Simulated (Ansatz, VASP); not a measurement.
## Y in VASP and in Ansatz

```
Y
1.0
     3.79801    0.00000    0.00000
    -1.89900    3.28917    0.00000
     0.00000    0.00000   12.18692
Y
4
Direct
  0.00000 0.00000 0.00000
  0.00000 0.00000 0.50000
  0.33333 0.66667 0.25000
  0.66667 0.33333 0.75000
```

Alike in both runs: task single point; functional RPBE; k mesh 11 × 11 × 3; occupations fermi-dirac, width 0.1 eV; no spin polarisation.

```csv
,VASP,Ansatz
version,VASP 6.6.1,Ansatz 0.2.0
potentials or method,"VASP PAW PBE potentials, release 64 (Y_sv), cutoff 520 eV","plane waves (420 eV) with PAW, scalar-relativistic"
valence electrons in the cell,44,44
```

|  | VASP | Ansatz | Ansatz less VASP |
| --- | --- | --- | --- |
| pressure (GPa) | -3.5 | -3.4 | +0.06 |
| traceless stress, the component that is largest in VASP (GPa) | -0.07 | -0.07 | 0.000 |

VASP's potentials were made for PBE, not for RPBE. The functional is the same, so the differences come from potentials, cutoffs and numerics.
